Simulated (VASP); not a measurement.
Here is a VASP 6.6.1 calculation.

The input INCAR:

```
PREC = Accurate ; ENCUT = 520
EDIFF = 1E-7 ; ISMEAR = -1
SIGMA = 0.05 ; LREAL = False
LASPH = True ; NELM = 80
ALGO = Normal ; ISIF = 2
LWAVE = False ; LCHARG = False
GGA = CA ; NBANDS = 18
```

KPOINTS

```
regular mesh
0
Gamma
  14 14 12
```

File POSCAR:

```
HgPd
1.0
    2.9797141590      0.0000000000      0.0000000000
    0.0000000000      2.9797141590      0.0000000000
    0.0000000000      0.0000000000      3.7019372924
Hg Pd
1 1
Direct
    0.0000000000      0.0000000000      0.0000000000
    0.5000000000      0.5000000000      0.5000000000
```

Potentials or basis: VASP PAW LDA potentials, release 64 (Hg, Pd).

Run with:

```console
$ cat potpaw_LDA.64/Hg/POTCAR potpaw_LDA.64/Pd/POTCAR > POTCAR
$ mpirun -np 1 vasp_std > vasp.out
```

Task: Predict the band gap on the k mesh.

Result: Zero (bands 11 and 12 overlap by 4.04 eV).

Task: Predict the pressure.

Result: 1.8 GPa.

Stress tensor (GPa, compression positive):
```
1.77 0.00 0.00
0.00 1.77 0.00
0.00 0.00 1.88
```

Caveat: spin-orbit coupling is left out, which moves the levels of the heavy elements.
